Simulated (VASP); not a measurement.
# BN (I4/mmm) in VASP: single point with HSE06

Aim: the single point of BN with HSE06.

Program: VASP 6.6.1. These are calculated values, not measurements. Logs are shortened: lines on timing, memory, paths and dates and some standing lists are left out, and cuts for length are marked.

## (1) The cell of the first run

Symmetry: I4/mmm, No. 139, tetragonal system. The conventional cell has a = 2.568 Å, b = 2.568 Å, c = 3.337 Å, α = 90.00°, β = 90.00°, γ = 90.00°. B (site symmetry 4/mmm) has 6 N at 1.67 to 1.82 Å within 2.2 Å. Within 2.2 Å of N (site symmetry 4/mmm) lie 6 B at 1.67 to 1.82 Å.

## (2) Single point, HSE06 (epitaxial xy strain +4.0%)

File POSCAR:

```
BN
1.0
    0.0000000000      1.8158335546      1.6683321847
    1.8158335546      0.0000000000      1.6683321847
    1.8158335546      1.8158335546      0.0000000000
B N
1 1
Direct
    0.0000000000      0.0000000000      0.0000000000
    0.5000000000      0.5000000000      0.5000000000
```

File INCAR.step1:

```
SYSTEM = BN
  ALGO = Normal
  EDIFF = 1E-5
  ENCUT = 520
  GGA = PE
  ISIF = 2
  ISMEAR = -1
  LASPH = .TRUE.
  LREAL = .FALSE.
  LWAVE = .TRUE.
  NBANDS = 11
  NELM = 80
  PREC = Accurate
  SIGMA = 0.02
```

File INCAR.step2:

```
SYSTEM = BN
  ALGO = Normal
  EDIFF = 1E-6
  ENCUT = 520
  GGA = PE
  HFSCREEN = 0.2079
  ISIF = 2
  ISMEAR = -1
  ISTART = 1
  LASPH = .TRUE.
  LCHARG = .TRUE.
  LELF = .TRUE.
  LHFCALC = .TRUE.
  LREAL = .FALSE.
  LVHAR = .TRUE.
  LWAVE = .FALSE.
  NBANDS = 11
  NELM = 80
  PREC = Accurate
  PRECFOCK = Normal
  SIGMA = 0.02
```

File KPOINTS:

```
k-points
0
G
  8 8 8
  0 0 0
```

Potentials or basis: VASP PAW PBE potentials, release 64 (B, N).

The run is started by

```bash
> cat potpaw_PBE.64/B/POTCAR potpaw_PBE.64/N/POTCAR > POTCAR
> cp INCAR.step1 INCAR
> mpirun -np 1 vasp_std > vasp.out
> cp INCAR.step2 INCAR
> mpirun -np 1 vasp_std > vasp.out
```

OUTCAR:

```text
SYSTEM = BN
   EDIFF = 1E-6
   ENCUT = 520
   GGA = PE
   HFSCREEN = 0.2079
   ISIF = 2
   ISMEAR = -1
   ISTART = 1
   LASPH = .TRUE.
   LHFCALC = .TRUE.
   LREAL = .FALSE.
   NELM = 80
   PREC = Accurate
   PRECFOCK = Normal

 ion  position               nearest neighbor table
   1  0.000  0.000  0.000-   2 1.67   2 1.67   2 1.82   2 1.82   2 1.82   2 1.82
   2  0.500  0.500  0.500-   1 1.67   1 1.67   1 1.82   1 1.82   1 1.82   1 1.82

  LATTYP: Found a body centered tetragonal cell.
 ALAT       =     2.5679764399
 C/A-ratio  =     1.2993360521

  Lattice vectors:

 A1 = (   0.0000000000,  -1.8158335546,  -1.6683321847)
 A2 = (   0.0000000000,   1.8158335546,  -1.6683321847)
 A3 = (   1.8158335546,   0.0000000000,   1.6683321847)

Analysis of symmetry for initial positions (statically):
=====================================================================
 Subroutine PRICEL returns:
 Original cell was already a primitive cell.

 Routine SETGRP: Setting up the symmetry group for a
 body centered tetragonal supercell.

 Subroutine GETGRP returns: Found 16 space group operations
 (whereof 16 operations were pure point group operations)
 out of a pool of 16 trial point group operations.

The static configuration has the point symmetry D_4h.

Analysis of symmetry for dynamics (positions and initial velocities):
=====================================================================
 Subroutine PRICEL returns:
 Original cell was already a primitive cell.

 Routine SETGRP: Setting up the symmetry group for a
 body centered tetragonal supercell.

 Subroutine GETGRP returns: Found 16 space group operations
 (whereof 16 operations were pure point group operations)
 out of a pool of 16 trial point group operations.

The dynamic configuration has the point symmetry D_4h.

 Subroutine INISYM returns: Found 16 space group operations
 (whereof 16 operations are pure point group operations),
 and found     1 'primitive' translations

----------------------------------------------------------------------------------------

                                     Primitive cell

  volume of cell :      11.0018

  direct lattice vectors                    reciprocal lattice vectors
     0.000000000  1.815833555  1.668332185    -0.275355634  0.275355634  0.299700506
     1.815833555  0.000000000  1.668332185     0.275355634 -0.275355634  0.299700506
     1.815833555  1.815833555  0.000000000     0.275355634  0.275355634 -0.299700506

  length of vectors
     2.465883975  2.465883975  2.567976440     0.491387672  0.491387672  0.491387672

  position of ions in fractional coordinates (direct lattice)
     0.000000000  0.000000000  0.000000000
     0.500000000  0.500000000  0.500000000

  ion indices of the primitive-cell ions
   primitive index   ion index
                 1           1
                 2           2

----------------------------------------------------------------------------------------

 KPOINTS: k-points

Automatic generation of k-mesh.
 Grid dimensions read from file:
 generate k-points for:    8    8    8

 Generating k-lattice:

  Cartesian coordinates                     Fractional coordinates (reciprocal lattice)
    -0.034419454  0.034419454  0.037462563     0.125000000  0.000000000  0.000000000
     0.034419454 -0.034419454  0.037462563     0.000000000  0.125000000  0.000000000
     0.034419454  0.034419454 -0.037462563     0.000000000  0.000000000  0.125000000

  Length of vectors
     0.061423459  0.061423459  0.061423459

  Shift w.r.t. Gamma in fractional coordinates (k-lattice)
     0.000000000  0.000000000  0.000000000

 Subroutine IBZKPT returns following result:
 ===========================================

 Found     59 irreducible k-points:

 Following reciprocal coordinates:
            Coordinates               Weight
  0.000000  0.000000  0.000000      1.000000
  0.125000 -0.000000  0.000000      8.000000
  0.250000 -0.000000  0.000000      8.000000
  0.375000 -0.000000  0.000000      8.000000
  0.500000 -0.000000  0.000000      4.000000
  0.125000  0.125000  0.000000      2.000000
[... 16 lines left out ...]
  0.250000 -0.000000  0.125000     16.000000
  0.375000 -0.000000  0.125000     16.000000
 [... further k-points ...]
   k-points           NKPTS =     59   k-points in BZ     NKDIM =    512   number of bands    NBANDS=     11
   number of dos      NEDOS =    301   number of ions     NIONS =      2
   total plane-waves  NPLWV =   6480
   dimension x,y,z NGX =    18 NGY =   18 NGZ =   20
   dimension x,y,z NGXF=    36 NGYF=   36 NGZF=   40
   ions per type =               1   1
   NGX,Y,Z   is equivalent  to a cutoff of  12.14, 12.14, 12.95 a.u.
   NGXF,Y,Z  is equivalent  to a cutoff of  24.27, 24.27, 25.90 a.u.
 SYSTEM =  BN
   PREC   = accura    normal or accurate (medium, high low for compatibility)
   ISTART =      1    job   : 0-new  1-cont  2-samecut
   ICHARG =      0    charge: 1-file 2-atom 10-const
   ISPIN  =      1    spin polarized calculation?
   LNONCOLLINEAR =      F non collinear calculations
   LSORBIT =      F    spin-orbit coupling
   LASPH  =      T    aspherical Exc in radial PAW
   ENCUT  =  520.0 eV  38.22 Ry    6.18 a.u.   4.58  4.58  4.77*2*pi/ulx,y,z
   NELM   =     80;   NELMIN=  2; NELMDL=  0     # of ELM steps
   EDIFF  = 0.1E-05   stopping-criterion for ELM
   LREAL  =      F    real-space projection
   EDIFFG = 0.1E-04   stopping-criterion for IOM
   NSW    =      0    number of steps for IOM
   IBRION =     -1    ionic relax: 0-MD 1-quasi-New 2-CG
   NFREE  =      0    steps in history (QN), initial steepest desc. (CG)
   ISIF   =      2    stress and relaxation
   ISYM   =      3    0-nonsym 1-usesym 2-fastsym
   POTIM  = 0.5000    time-step for ionic-motion
   TEBEG  =    0.0;   TEEND  =   0.0 temperature during run
   PSTRESS=    0.0 pullay stress
   NELECT =       8.0000    total number of electrons
   NUPDOWN=      -1.0000    fix difference up-down
   EMIN   =  10.00;   EMAX   =-10.00  energy-range for DOS
   EFERMI =   0.00;   METHOD = LEGACY
   ISMEAR =    -1;   SIGMA  =   0.02  broadening in eV -4-tet -1-fermi 0-gaus
   EFERMI_NEDOS =   21; number of points for ismear=-14 and -15
   IALGO  =     38    algorithm
   IMIX   =      1    mixing-type and parameters
     AMIX     =   0.40;   BMIX     =  1.00
     AMIX_MAG =   1.60;   BMIX_MAG =  1.00
  volume/ion in A,a.u.               =       5.50        37.12
  Fermi-wavevector in a.u.,A,eV,Ry     =   1.472143  2.781947 29.486609  2.167205
  Thomas-Fermi vector in A             =   2.587193
   LORBIT       =      0    0 simple, 1 ext, 2 COOP (PROOUT), +10 PAW based schemes
   GGA     = PE    functional components
   LHFCALC =     T    Hartree Fock is set to
   PRECFOCK=normal    Normal, Fast or Accurate (Low or Medium for compatibility)
   ENCUT4O =  -1.0   cutoff for four orbital integrals eV
   NKREDX  =     1    reduce k-point grid by
   NKREDY  =     1    reduce k-point grid by
   NKREDZ  =     1    reduce k-point grid by
   AEXX    =    0.2500 exact exchange contribution
   HFSCREEN=    0.2079 screening length (either q_TF or 0.3 A-1)
   HFSCREENC=   0.2079 screening length for correlation (either q_TF or 0.3 A-1)
   ENCUTFOCK=  -1.0 apply spherical cutoff to Coloumb kernel
   IVDW    =     0    specifies the selected vdW correction
   LEPSILON=     F    determine dielectric tensor
   LRPA    =     F    only Hartree local field effects (RPA)
 non-spin polarized calculation
  energy-cutoff  :      520.00
  volume of cell :       11.00
 maximum number of plane-waves:       307
  NGX = 14; NGY = 14; NGZ = 16

 number of electron       7.9999999 magnetization

 Free energy of the ion-electron system (eV)
  ---------------------------------------------------
  ext. energy  EPLUGINS =         0.00000000
  ---------------------------------------------------
  free energy    TOTEN  =       -16.52587771 eV

  energy without entropy =      -16.52587771  energy(sigma->0) =      -16.52587771

 E-fermi :   9.8463     XC(G=0): -11.0611

 val. band max:        9.5066941153   @ k =  -0.1250   0.1250   0.0000
 cond. band min:      10.1596408682   @ k =   0.5000   0.5000   0.0000
 fundamental gap:      0.6529467529
 Fermi energy:         9.8463436210

 k-point     1 :       0.0000    0.0000    0.0000
  band No.  band energies     occupation
      1     -14.8747      2.00000
      2       6.8539      2.00000
      3       9.0671      2.00000
      4       9.0671      2.00000
      5      19.5360      0.00000
      6      21.5514      0.00000
      7      21.5514      0.00000
      8      26.4683      0.00000
      9      28.8668      0.00000
     10      28.8668      0.00000
     11      30.1774      0.00000

 k-point     2 :       0.1250   -0.0000    0.0000
  band No.  band energies     occupation
      1     -14.4130      2.00000
      2       5.8480      2.00000
      3       8.2632      2.00000
      4       8.9041      2.00000
      5      19.6748      0.00000
      6      20.2009      0.00000
      7      21.2629      0.00000
      8      25.0657      0.00000
      9      28.4872      0.00000
     10      30.1429      0.00000
     11      30.7034      0.00000

 k-point     3 :       0.2500   -0.0000    0.0000
  band No.  band energies     occupation
      1     -13.0608      2.00000
      2       2.1979      2.00000
      3       8.1907      2.00000
      4       8.5906      2.00000
      5      17.7634      0.00000
      6      18.0065      0.00000
      7      20.9042      0.00000
      8      24.0725      0.00000
      9      29.1850      0.00000
     10      33.4929      0.00000
     11      33.5395      0.00000

 k-point     4 :       0.3750   -0.0000    0.0000
  band No.  band energies     occupation
      1     -11.0047      2.00000
      2      -1.8903      2.00000
      3       8.3832      2.00000
      4       8.6017      2.00000
      5      15.8490      0.00000
      6      16.2274      0.00000
      7      19.4458      0.00000
      8      24.5549      0.00000
      9      31.5369      0.00000
     10      37.8726      0.00000
     11      38.4456      0.00000

 k-point     5 :       0.5000   -0.0000    0.0000
  band No.  band energies     occupation
      1      -9.4795      2.00000
      2      -4.1668      2.00000
      3       8.3290      2.00000
      4       8.8670      2.00000
      5      15.1344      0.00000
      6      15.4519      0.00000
      7      18.8710      0.00000
      8      24.7528      0.00000
      9      33.4748      0.00000
     10      38.8068      0.00000
     11      42.7625      0.00000
[... 211 lines left out ...]
 k-point    21 :       0.5000    0.5000    0.0000
  band No.  band energies     occupation
      1      -5.5124      2.00000
      2      -3.1087      2.00000
      3       2.7806      2.00000
      4       2.7806      2.00000
      5      10.1596      0.00000
      6      18.4948      0.00000
      7      25.2444      0.00000
      8      25.2444      0.00000
      9      29.3760      0.00000
     10      42.4727      0.00000
     11      46.0699      0.00000

 k-point    22 :       0.1250    0.0000    0.1250
  band No.  band energies     occupation
      1     -14.2877      2.00000
      2       6.0171      2.00000
      3       8.1287      2.00000
      4       8.2805      2.00000
      5      18.1782      0.00000
      6      20.6462      0.00000
      7      21.6014      0.00000
      8      26.0237      0.00000
      9      26.4233      0.00000
     10      31.4805      0.00000
     11      32.6767      0.00000

 k-point    23 :       0.2500   -0.0000    0.1250
  band No.  band energies     occupation
      1     -13.2545      2.00000
      2       3.7778      2.00000
      3       6.8373      2.00000
      4       8.1149      2.00000
      5      16.0881      0.00000
      6      20.2327      0.00000
      7      22.0349      0.00000
      8      25.0546      0.00000
      9      26.5507      0.00000
     10      34.0423      0.00000
     11      35.1387      0.00000

 k-point    24 :       0.3750   -0.0000    0.1250
  band No.  band energies     occupation
      1     -11.4180      2.00000
      2      -0.1863      2.00000
      3       6.8052      2.00000
      4       7.2303      2.00000
      5      15.1992      0.00000
      6      18.5954      0.00000
      7      21.3424      0.00000
      8      25.2020      0.00000
      9      28.6813      0.00000
     10      36.8836      0.00000
     11      39.3075      0.00000

 [... further k-points ...]
[... 5 lines left out ...]
  --------------------------------------------------------------------------------------
  -------------------------------------------------------------------------------------
  Total       -1.4259522     -1.4259522     -0.5040112      0.0000000     -0.0000000      0.0000000
  in kB     -207.6590937   -207.6590937    -73.3983295      0.0000000     -0.0000000      0.0000000
  external PRESSURE =    -162.9055056 kB  Pullay stress =       0.0000000 kB

 VOLUME and BASIS-vectors are now :
 -----------------------------------------------------------------------------
  energy-cutoff  :      520.00
  volume of cell :       11.00
      direct lattice vectors                 reciprocal lattice vectors
     0.000000000  1.815833555  1.668332185    -0.275355634  0.275355634  0.299700506
     1.815833555  0.000000000  1.668332185     0.275355634 -0.275355634  0.299700506
     1.815833555  1.815833555  0.000000000     0.275355634  0.275355634 -0.299700506

 POSITION                                       TOTAL-FORCE (eV/Angst)
 -----------------------------------------------------------------------------------
      0.00000      0.00000      0.00000         0.000000      0.000000     -0.000000
      1.81583      1.81583      1.66833         0.000000      0.000000      0.000000
 -----------------------------------------------------------------------------------
    total drift:                                0.000002     -0.000001      0.000004

  FREE ENERGIE OF THE ION-ELECTRON SYSTEM (eV)
  ---------------------------------------------------
  free  energy   TOTEN  =       -16.5258777135 eV

  energy  without entropy=      -16.5258777130  energy(sigma->0) =      -16.52587771
```

It took 31 min on 1 thread of Intel Xeon Platinum 8259CL at 2.50GHz (Skylake/Cascade Lake), shared host; peak memory 0.23 GiB.

What came out:

* Free energy: -16.5259 eV
* Pressure: -16.3 GPa
* Band gap on the k mesh: 0.65 eV (least direct gap 6.27 eV)

Caveat: the cell differs from its parent crystal (epitaxial xy strain +4.0%); the cell stands under tension; the PAW data sets were made with another functional, which shifts forces and pressure a little.
